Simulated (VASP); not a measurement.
Input of a VASP 6.6.1 run:

INCAR

```
PREC     = Accurate       # precision mode
ENCUT    = 520            # plane-wave cutoff, eV
EDIFF    = 1E-7           # SCF threshold, eV
ISMEAR   = 0              # smearing method
SIGMA    = 0.1            # smearing width, eV
LREAL    = False          # projectors in reciprocal space
LASPH    = True           # aspherical terms in the spheres
NELM     = 60             # most SCF steps
ALGO     = Normal         # electronic algorithm
ISIF     = 2              # what is computed and relaxed
LWAVE    = False          # write WAVECAR
LCHARG   = True           # write CHGCAR
GGA      = PE             # functional
LELF     = True           # ELF
LVHAR    = True         
NBANDS   = 34             # bands
```

Contents of KPOINTS:

```
Automatic mesh
0
Gamma
  6 6 2
```

Contents of POSCAR:

```
InTe4W
1.0
    3.2651787576      0.0000000000      0.0000000000
    0.0000000000      3.2651787576      0.0000000000
    0.0000000000      0.0000000000     16.3235829892
In Te W
1 4 1
Direct
    0.0000000000      0.0000000000      0.0000000000
    0.5000000000      0.5000000000      0.1683124966
    0.0000000000      0.0000000000      0.6044678539
    0.0000000000      0.0000000000      0.3955321461
    0.5000000000      0.5000000000      0.8316875034
    0.5000000000      0.5000000000      0.5000000000
```

Potentials or basis: VASP PAW PBE potentials, release 64 (In_d, Te, W_sv).

Launch:

```console
$ cat potpaw_PBE.64/In_d/POTCAR potpaw_PBE.64/Te/POTCAR potpaw_PBE.64/W_sv/POTCAR > POTCAR
$ mpirun -np 1 vasp_std > vasp.out
```

Question: Estimate the largest force.

Answer: 0.039 eV/Å.

Question: Predict the band gap on the k mesh.

Answer: Zero (an odd number of electrons rules out a gap without spin polarisation).

Question: Predict the pressure.

Answer: 0.1 GPa.

Forces on the atoms (eV/Å):
```
In   0.000  0.000  0.000
Te   0.000  0.000  0.010
Te   0.000  0.000  0.039
Te   0.000  0.000 -0.039
Te   0.000  0.000 -0.010
W    0.000  0.000  0.000
```

Caveat: spin-orbit coupling is left out, which moves the levels of the heavy elements; this functional lacks dispersion, which binds the layers, so the pressure and a relaxed spacing across them are unreliable.
